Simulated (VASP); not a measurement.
Runs of VASP 6.6.1 on C. The structure is that of space group P6_3/mmc (No. 194), or close to it. The cells are those of the table. 

```tsv
task	potentials or basis	cell	cutoff (eV)	smearing	second run	gap on the mesh (eV)	pressure (GPa)
single point	VASP PAW PBE potentials, release 64 (C)	a = 2.500, b = 2.500, c = 4.119 Å, angles 90.0, 90.0, 120.0°, 4 atoms	520	gaussian 0.02 eV	-	3.03	5.6
single point	VASP PAW PBE potentials, release 64 (C_h)	a = 2.499, b = 2.499, c = 4.119 Å, angles 90.0, 90.0, 120.0°, 4 atoms	910	gaussian 0.02 eV	hard_potentials	3.03	4.7
relaxation of the atoms	VASP PAW PBE potentials, release 64 (C)	atoms relaxed from a = 2.499, b = 2.499, c = 4.119 Å, angles 90.0, 90.0, 120.0°, 4 atoms	520	gaussian 0.02 eV	-	3.03	5.8
single point	VASP PAW PBE potentials, release 64 (C)	a = 2.499, b = 2.499, c = 4.119 Å, angles 90.0, 90.0, 120.0°, 4 atoms	520	gaussian 0.02 eV	-	3.03	5.8
single point	VASP PAW PBE potentials, release 64 (C)	a = 2.505, b = 2.505, c = 4.119 Å, angles 90.0, 90.0, 120.0°, 4 atoms	520	gaussian 0.02 eV	-	3.05	3.7
relaxation of the atoms	VASP PAW PBE potentials, release 64 (C)	atoms relaxed from a = 2.453, b = 2.453, c = 4.119 Å, angles 90.0, 90.0, 120.0°, 4 atoms	520	gaussian 0.02 eV	-	2.81	24.3
single point	VASP PAW PBE potentials, release 64 (C)	a = 2.499, b = 2.499, c = 4.119 Å, angles 90.0, 90.0, 120.0°, 4 atoms	520	gaussian 0.01 eV	-	3.03	5.8
single point	VASP PAW PBE potentials, release 64 (C_h)	a = 2.505, b = 2.505, c = 4.119 Å, angles 90.0, 90.0, 120.0°, 4 atoms	910	gaussian 0.02 eV	hard_potentials	3.05	(a)
single point	VASP PAW PBE potentials, release 64 (C)	a = 2.453, b = 2.453, c = 4.119 Å, angles 90.0, 90.0, 120.0°, 4 atoms	520	gaussian 0.02 eV	-	2.81	24.3
```

Alike in all rows: level PBEsol; no spin polarisation; k mesh 9 × 9 × 6.

**Question.** Fill in the values left out.

**Answer.** (a) 2.5.

Caveats: the PAW data sets were made with another functional, which shifts forces and pressure a little; the cutoff is under 1.25 times the usual one of these potentials, so pressure, stress and relaxed cells hold a basis-set (Pulay) error (some runs).

A k mesh can miss the band edges.
